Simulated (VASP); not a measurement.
# Ga7FeO12 (a cell with a defect) in VASP: single point with PBE

Aim: the single point of Ga7FeO12 (a cell with a defect) with PBE.

Program: VASP 6.6.1. These are calculated values, not measurements. Logs are shortened: lines on timing, memory, paths and dates and some standing lists are left out, and cuts for length are marked.

### 1 The cell of the first run

The cell holds a defect, 20 atoms: a = 6.167 Å, b = 6.415 Å, c = 6.637 Å, α = 71.62°, β = 62.32°, γ = 76.09°.

### 2 Single point, PBE, collinear spin, ferromagnetic start

File INCAR:

```
SYSTEM = Ga7FeO12
ALGO = Normal
EDIFF = 1E-6
ENCUT = 520
GGA = PE
ISIF = 2
ISMEAR = 0
ISPIN = 2
LASPH = .TRUE.
LCHARG = .FALSE.
LMAXMIX = 4
LORBIT = 11
LREAL = Auto
LWAVE = .FALSE.
MAGMOM = 4 0 0 0 0 0 0 0 0 0 0 0 0 0 0 0 0 0 0 0
NBANDS = 106
NELM = 150
PREC = Accurate
SIGMA = 0.01
```

File KPOINTS:

```
Automatic mesh
0
Gamma
  2 2 2
  0.5 0.5 0.5
```

File POSCAR:

```
Ga7FeO12
1.0
    0.0000000000      6.1665860655      0.0000000000
   -6.2270971196      1.5416465164     -0.0062236436
   -1.3979838443      3.0832930328      5.7089373004
Fe Ga O
1 7 12
Direct
    0.3238283712      0.3139003600      0.6977216758
    0.8309592744      0.3162450596      0.6817786731
    0.6726147847      0.6813654812      0.3152794770
    0.1736601882      0.6815741722      0.3144068067
    0.8510403682      0.1782617085      0.2095907731
    0.3522378577      0.1778612594      0.2097643981
    0.1483050664      0.8190593632      0.7945311962
    0.6494139237      0.8167622353      0.7962282530
    0.3816907824      0.9886762259      0.7458956511
    0.8800512050      0.9916009557      0.7446189905
    0.6196237495      0.0061153159      0.2600352288
    0.1215002895      0.0069416311      0.2551228379
    0.7006857631      0.3482023140      0.4349375625
    0.1924178542      0.3479276911      0.4347920641
    0.3054468468      0.6564955132      0.5614884658
    0.8061031200      0.6515249341      0.5652368508
    0.5287592365      0.6705850269      0.1100310478
    0.0275338903      0.6735906266      0.1089727313
    0.4753811734      0.3262482757      0.8945553643
    0.9691872305      0.3257473144      0.8942573241
```

Potentials or basis: VASP PAW PBE potentials, release 64 (Fe, Ga_d, O).

Launch:

```sh
cat potpaw_PBE.64/Fe/POTCAR potpaw_PBE.64/Ga_d/POTCAR potpaw_PBE.64/O/POTCAR > POTCAR
mpirun -np 1 vasp_std > vasp.out
```

OUTCAR:

```text
SYSTEM = Ga7FeO12
   EDIFF = 1E-6
   ENCUT = 520
   GGA = PE
   ISIF = 2
   ISMEAR = 0
   ISPIN = 2
   LASPH = .TRUE.
   LORBIT = 11
   LREAL = Auto
   NELM = 150
   PREC = Accurate

 ion  position               nearest neighbor table
   1  0.324  0.314  0.698-  19 1.95  20 1.96   9 1.98  15 2.09  13 2.17  14 2.18
   2  0.831  0.316  0.682-  10 1.97  20 1.98  19 1.98  16 2.04  13 2.07  14 2.08
   3  0.673  0.681  0.315-  17 1.96  18 1.97  11 1.97  13 2.03  15 2.10  16 2.11
   4  0.174  0.682  0.314-  17 1.97  18 1.97  12 1.97  14 2.03  15 2.09  16 2.11
   5  0.851  0.178  0.210-  11 1.86  12 1.86  20 1.86  13 1.88
   6  0.352  0.178  0.210-  11 1.86  12 1.86  19 1.86  14 1.88
   7  0.148  0.819  0.795-  18 1.86   9 1.86  10 1.86  15 1.89
   8  0.649  0.817  0.796-  17 1.85   9 1.86  10 1.86  16 1.89
   9  0.382  0.989  0.746-   8 1.86   7 1.86   1 1.98
  10  0.880  0.992  0.745-   7 1.86   8 1.86   2 1.97
  11  0.620  0.006  0.260-   5 1.86   6 1.86   3 1.97
  12  0.122  0.007  0.255-   5 1.86   6 1.86   4 1.97
  13  0.701  0.348  0.435-   5 1.88   3 2.03   2 2.07   1 2.17
  14  0.192  0.348  0.435-   6 1.88   4 2.03   2 2.08   1 2.18
  15  0.305  0.656  0.561-   7 1.89   1 2.09   4 2.09   3 2.10
  16  0.806  0.652  0.565-   8 1.89   2 2.04   4 2.11   3 2.11
  17  0.529  0.671  0.110-   8 1.85   3 1.96   4 1.97
  18  0.028  0.674  0.109-   7 1.86   3 1.97   4 1.97
  19  0.475  0.326  0.895-   6 1.86   1 1.95   2 1.98
  20  0.969  0.326  0.894-   5 1.86   1 1.96   2 1.98

  LATTYP: Found a triclinic cell.
 ALAT       =     9.6456973174
 B/A-ratio  =     1.0974326072
 C/A-ratio  =     1.1361869163
 COS(alpha) =     0.0037586722
 COS(beta)  =     0.5437147875
 COS(gamma) =     0.8181102241

  Lattice vectors:

 A1 = (   7.6250809639,   1.5416465163,  -5.7027136568)
 A2 = (   7.6250809639,  -4.6249395492,  -5.7027136568)
 A3 = (   1.3979838443,   9.2498790982,  -5.7089373004)

Analysis of symmetry for initial positions (statically):
=====================================================================
 Subroutine PRICEL returns:
 Original cell was already a primitive cell.

 Routine SETGRP: Setting up the symmetry group for a
 triclinic supercell.

 Subroutine GETGRP returns: Found  1 space group operations
 (whereof  1 operations were pure point group operations)
 out of a pool of  2 trial point group operations.

The static configuration has the point symmetry C_1 .

Analysis of symmetry for dynamics (positions and initial velocities):
=====================================================================
 Subroutine PRICEL returns:
 Original cell was already a primitive cell.

 Routine SETGRP: Setting up the symmetry group for a
 triclinic supercell.

 Subroutine GETGRP returns: Found  1 space group operations
 (whereof  1 operations were pure point group operations)
 out of a pool of  2 trial point group operations.

The dynamic configuration has the point symmetry C_1 .

Analysis of structural, dynamic, and magnetic symmetry:
=====================================================================
 Subroutine PRICEL returns:
 Original cell was already a primitive cell.

 Routine SETGRP: Setting up the symmetry group for a
 triclinic supercell.

 Subroutine GETGRP returns: Found  1 space group operations
 (whereof  1 operations were pure point group operations)
 out of a pool of  2 trial point group operations.

The overall configuration has the point symmetry C_1 .

 Subroutine INISYM returns: Found  1 space group operations
 (whereof  1 operations are pure point group operations),
 and found     1 'primitive' translations

----------------------------------------------------------------------------------------

                                     Primitive cell

  volume of cell :     219.2764

  direct lattice vectors                    reciprocal lattice vectors
     0.000000000  6.166586065  0.000000000     0.040224806  0.162164282 -0.077731870
    -6.227097120  1.541646516 -0.006223644    -0.160549177  0.000000000 -0.039314700
    -1.397983844  3.083293033  5.708937300    -0.000175024  0.000000000  0.175121089

  length of vectors
     6.166586065  6.415095576  6.637244899     0.184275698  0.165292722  0.175121177

[... 76 lines left out ...]
 -0.250000 -0.250000  0.250000      2.000000
   k-points           NKPTS =      4   k-points in BZ     NKDIM =      4   number of bands    NBANDS=    106
   number of dos      NEDOS =    301   number of ions     NIONS =     20
   total plane-waves  NPLWV = 115200
   dimension x,y,z NGX =    48 NGY =   48 NGZ =   50
   dimension x,y,z NGXF=    96 NGYF=   96 NGZF=  100
   ions per type =               1   7  12
   NGX,Y,Z   is equivalent  to a cutoff of  12.94, 12.44, 12.52 a.u.
   NGXF,Y,Z  is equivalent  to a cutoff of  25.88, 24.88, 25.05 a.u.
 SYSTEM =  Ga7FeO12
   PREC   = accura    normal or accurate (medium, high low for compatibility)
   ISTART =      0    job   : 0-new  1-cont  2-samecut
   ICHARG =      2    charge: 1-file 2-atom 10-const
   ISPIN  =      2    spin polarized calculation?
   LNONCOLLINEAR =      F non collinear calculations
   LSORBIT =      F    spin-orbit coupling
   LASPH  =      T    aspherical Exc in radial PAW
   ENCUT  =  520.0 eV  38.22 Ry    6.18 a.u.  11.47 11.93 12.34*2*pi/ulx,y,z
   NELM   =    150;   NELMIN=  2; NELMDL= -5     # of ELM steps
   EDIFF  = 0.1E-05   stopping-criterion for ELM
   LREAL  =      T    real-space projection
   EDIFFG = 0.1E-04   stopping-criterion for IOM
   NSW    =      0    number of steps for IOM
[... 5 lines left out ...]
   TEBEG  =    0.0;   TEEND  =   0.0 temperature during run
   PSTRESS=    0.0 pullay stress
   NELECT =     171.0000    total number of electrons
   NUPDOWN=      -1.0000    fix difference up-down
   EMIN   =  10.00;   EMAX   =-10.00  energy-range for DOS
   EFERMI =   0.00;   METHOD = LEGACY
   ISMEAR =     0;   SIGMA  =   0.01  broadening in eV -4-tet -1-fermi 0-gaus
   EFERMI_NEDOS =   21; number of points for ismear=-14 and -15
   IALGO  =     38    algorithm
   IMIX   =      4    mixing-type and parameters
     AMIX     =   0.40;   BMIX     =  1.00
     AMIX_MAG =   1.60;   BMIX_MAG =  1.00
  volume/ion in A,a.u.               =      10.96        73.99
  Fermi-wavevector in a.u.,A,eV,Ry     =   1.506871  2.847574 30.894226  2.270662
  Thomas-Fermi vector in A             =   2.617532
   LORBIT       =     11    0 simple, 1 ext, 2 COOP (PROOUT), +10 PAW based schemes
   GGA     = PE    functional components
   LHFCALC =     F    Hartree Fock is set to
   AEXX    =    0.0000 exact exchange contribution
   IVDW    =     0    specifies the selected vdW correction
   LEPSILON=     F    determine dielectric tensor
   LRPA    =     F    only Hartree local field effects (RPA)
 spin polarized calculation
 Gauss-broadening in eV      SIGMA  =   0.01
  energy-cutoff  :      520.00
  volume of cell :      219.28
 maximum number of plane-waves:      5913
 NGX is ok and might be reduce to    48
   NGX = 23   NGY = 23   NGZ = 25

 number of electron     171.0000005 magnetization       1.0000094

 Free energy of the ion-electron system (eV)
  ---------------------------------------------------
  ext. energy  EPLUGINS =         0.00000000
  ---------------------------------------------------
  free energy    TOTEN  =      -122.31295130 eV

  energy without entropy =     -122.31295130  energy(sigma->0) =     -122.31295130

 E-fermi :   4.7214     XC(G=0): -11.3379

 val. band max:        4.6640970867   @ k =  -0.2500   0.2500   0.2500
 cond. band min:       5.3348406481   @ k =  -0.2500   0.2500   0.2500
 fundamental gap:      0.6707435614
 Fermi energy:         4.7213687241

 spin component 1

 k-point     1 :       0.2500    0.2500    0.2500
  band No.  band energies     occupation
      1     -15.1861      1.00000
      2     -14.4087      1.00000
      3     -14.3560      1.00000
      4     -14.3248      1.00000
      5     -14.2855      1.00000
      6     -14.1510      1.00000
[... 389 lines left out ...]
     96      11.2578      0.00000
     97      11.4514      0.00000
 Fermi energy:         4.7213687241

 spin component 2

 k-point     1 :       0.2500    0.2500    0.2500
  band No.  band energies     occupation
      1     -15.1886      1.00000
      2     -14.4132      1.00000
      3     -14.3557      1.00000
      4     -14.3238      1.00000
      5     -14.2728      1.00000
      6     -14.1467      1.00000
[... 389 lines left out ...]
     96      11.2639      0.00000
     97      11.4658      0.00000
 [bands above 97 left out]

------------------------ aborting loop because EDIFF is reached ----------------------------------------

  FORCE on cell =-STRESS in cart. coord.  units (eV):
  Direction    XX          YY          ZZ          XY          YZ          ZX
  --------------------------------------------------------------------------------------
  -------------------------------------------------------------------------------------
  Total       -1.9468923     -1.7686167     -1.4349638      0.0328499      0.0228122     -0.5760622
  in kB      -14.2252705    -12.9226719    -10.4847854      0.2400227      0.1666811     -4.2090877
  external PRESSURE =     -12.5442426 kB  Pullay stress =       0.0000000 kB

 VOLUME and BASIS-vectors are now :
 -----------------------------------------------------------------------------
  energy-cutoff  :      520.00
  volume of cell :      219.28
      direct lattice vectors                 reciprocal lattice vectors
     0.000000000  6.166586065  0.000000000     0.040224806  0.162164282 -0.077731870
    -6.227097120  1.541646516 -0.006223644    -0.160549177  0.000000000 -0.039314700
    -1.397983844  3.083293033  5.708937300    -0.000175024  0.000000000  0.175121089

 POSITION                                       TOTAL-FORCE (eV/Angst)
 -----------------------------------------------------------------------------------
     -2.93009      4.63212      3.98130         0.050550     -0.017134     -1.363298
     -2.92240      7.71384      3.89026         0.050678     -0.002564      0.076738
     -4.68368      6.17026      1.79567        -0.001818      0.040799      0.001430
     -4.68376      3.09105      1.79069        -0.022458     -0.043032     -0.004186
     -1.40306      6.16906      1.19543         0.140161      0.051821     -0.119856
     -1.40081      3.09307      1.19642         0.130296     -0.052734     -0.142735
[... 12 lines left out ...]
     -3.28215      6.19261      5.10493         0.029704     -0.615850     -0.295318
     -3.27862      9.23602      5.10323         0.034220      0.629192     -0.294877
 -----------------------------------------------------------------------------------
    total drift:                               -0.001668      0.008765     -0.003068

  FREE ENERGIE OF THE ION-ELECTRON SYSTEM (eV)
  ---------------------------------------------------
  free  energy   TOTEN  =      -122.3129513041 eV

  energy  without entropy=     -122.3129513041  energy(sigma->0) =     -122.31295130

 total charge

# of ion       s       p       d       tot
------------------------------------------
    1        0.337   0.465   6.094   6.897
    2        0.657   0.678  10.222  11.557
    3        0.654   0.680  10.220  11.554
    4        0.653   0.679  10.219  11.551
    5        0.728   0.826  10.247  11.801
    6        0.728   0.827  10.247  11.802
[... 12 lines left out ...]
   19        1.555   3.458   0.000   5.013
   20        1.555   3.459   0.000   5.014
--------------------------------------------------
tot         23.867  47.629  77.742 149.239

 magnetization (x)

# of ion       s       p       d       tot
------------------------------------------
    1        0.006   0.007   0.965   0.978
    2       -0.001   0.000  -0.000  -0.001
    3        0.000   0.000  -0.000   0.001
    4        0.000   0.000  -0.000   0.000
    5        0.001   0.001   0.000   0.002
    6        0.001   0.001   0.000   0.002
[... 12 lines left out ...]
   19       -0.000   0.003   0.000   0.002
   20       -0.000   0.003   0.000   0.002
--------------------------------------------------
tot          0.006  -0.003   0.966   0.969
```

Wall time 13 min (1 thread of Intel Xeon 8259CL, shared host); peak memory 0.49 GiB.

Results:

```yaml
Free_energy: -122.3130 eV
Pressure: -1.3 GPa
Largest_force: 1.364 eV/Å
Band_gap_on_the_k_mesh: 0.67 eV
Net_moment: 1.00 μB per cell
Site_moments: Fe +0.98; Ga -0.00, +0.00 (each value once); O +0.03, +0.00, -0.00, -0.02, -0.01 (each value once) μB
Valence_electrons_inside_the_program's_atomic_spheres: Fe 6.90; Ga 11.56, 11.55, 11.80 (each value once); O 5.04, 5.07, 5.02, 5.01, 5.05 (each value once)
```

Forces on the atoms (eV/Å):
```
Fe   0.051 -0.017 -1.363
Ga   0.051 -0.003  0.077
Ga  -0.002  0.041  0.001
Ga  -0.022 -0.043 -0.004
Ga   0.140  0.052 -0.120
Ga   0.130 -0.053 -0.143
Ga  -0.125 -0.121  0.143
Ga  -0.085  0.119 -0.013
O   -1.021 -0.029 -0.091
O    0.101  0.030 -0.012
O    0.017 -0.034  0.020
O    0.009  0.035  0.081
O   -0.122 -0.412  0.779
O   -0.132  0.413  0.778
O    0.925  0.042  0.419
O   -0.086 -0.035 -0.026
O    0.051 -0.015  0.018
O    0.058  0.016  0.044
O    0.030 -0.616 -0.295
O    0.034  0.629 -0.295
```

Caveat: the k points lie up to 0.58 Å⁻¹ apart.
